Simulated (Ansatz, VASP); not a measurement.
## Two plane-wave programs on SrCuB5

```
Sr Cu B
1.0
     2.79957    1.61633    3.36863
    -2.79957    1.61633    3.36863
     0.00000   -3.23266    3.36863
Sr Cu B
1 1 5
Cartesian
  0.0000 0.0000 0.0000
  0.0000 0.0000 5.0529
  0.0000 1.6163 3.3686
  -1.3998 -0.8082 3.3686
  1.3998 -0.8082 3.3686
  0.0000 0.0000 3.0127
  0.0000 0.0000 7.0932
```

Alike in both runs: functional PBE; k mesh 6 × 6 × 6; occupations gaussian, width 0.1 eV; no spin polarisation.

Ansatz relaxed the structure, and its values are those at the end. VASP's run is a single point on that final structure, the one shown.

|  | VASP | Ansatz |
| --- | --- | --- |
| version | VASP 6.6.1 | Ansatz 0.2.0 |
| potentials or method | VASP PAW PBE potentials, release 64 (Sr_sv, Cu, B), cutoff 520 eV | scalar-relativistic, plane waves, PAW |
| valence electrons in the cell | 36 | 44 |

Ansatz gave:

| Quantity | Value |
| --- | --- |
| gap on the k mesh at the Fermi level (eV) | none |
| pressure (GPa) | 0.0 |
| rms of the force components (eV/Å) | 0.000 |

Question: Which values does VASP return?

Answer: gap on the k mesh at the Fermi level (eV): none; pressure (GPa): 0.2; rms of the force components (eV/Å): 0.005.

A gap of «none» marks a metal or a gap that the smearing closes. VASP's potentials hold 36 valence electrons a cell and Ansatz's 44, so a difference there can come from the potentials and not from the codes.
